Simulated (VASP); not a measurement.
Set up this calculation in VASP 6.6.1, as the native input.

```
Task                   : single point
Functional             : r2SCAN
Potentials or basis    : VASP PAW PBE potentials, release 64 (In_d, P)
Cutoff                 : 520 eV
k mesh                 : 6 × 6 × 6
Occupations            : gaussian, width 0.01 eV
Spin                   : no spin polarisation
Dipole correction      : no
Further INCAR settings : ALGO = Normal; EDIFF = 1e-06; NBANDS = 16
```

Crystal: InP.

```
CELL_PARAMETERS angstrom
0.00000 2.95381 2.95381
2.95381 0.00000 2.95381
2.95381 2.95381 0.00000
ATOMIC_POSITIONS crystal
In 0.00000 0.00000 0.00000
P 0.25000 0.25000 0.25000
```

These files were run (other wordings do the same):

POSCAR

```
InP
1.0
    0.0000000000      2.9538133483      2.9538133483
    2.9538133483      0.0000000000      2.9538133483
    2.9538133483      2.9538133483      0.0000000000
In P
1 1
Direct
    0.0000000000      0.0000000000      0.0000000000
    0.2500000000      0.2500000000      0.2500000000
```

INCAR.step1

```
SYSTEM = InP
ALGO = Normal
EDIFF = 1E-4
ENCUT = 520
GGA = PE
ISMEAR = 0
LASPH = .TRUE.
LCHARG = .FALSE.
LREAL = .FALSE.
LWAVE = .TRUE.
NBANDS = 16
NELM = 100
PREC = Accurate
SIGMA = 0.01
```

INCAR.step2

```
SYSTEM = InP
ALGO = Normal
EDIFF = 1E-6
ENCUT = 520
ISIF = 2
ISMEAR = 0
ISTART = 1
LASPH = .TRUE.
LCHARG = .TRUE.
LELF = .TRUE.
LMIXTAU = .TRUE.
LREAL = .FALSE.
LVHAR = .TRUE.
LWAVE = .FALSE.
METAGGA = R2SCAN
NBANDS = 16
NELM = 100
PREC = Accurate
SIGMA = 0.01
```

KPOINTS

```
k-points
0
G
  6 6 6
  0 0 0
```

Potentials or basis: VASP PAW PBE potentials, release 64 (In_d, P).

Command:

```console
$ cat potpaw_PBE.64/In_d/POTCAR potpaw_PBE.64/P/POTCAR > POTCAR
$ cp INCAR.step1 INCAR
$ mpirun -np 1 vasp_std > vasp.out
$ cp INCAR.step2 INCAR
$ mpirun -np 1 vasp_std > vasp.out
```

It gave:

```yaml
Pressure: -0.1 GPa
Band_gap_on_the_k_mesh: 1.03 eV, direct
```

Caveat: the PAW data sets were made with another functional, which shifts forces and pressure a little; spin-orbit coupling is left out, which moves the levels of the heavy elements.

Run time: 110 s on 1 thread of AMD EPYC 7R13, with other jobs on the host, peak memory 0.15 GiB.
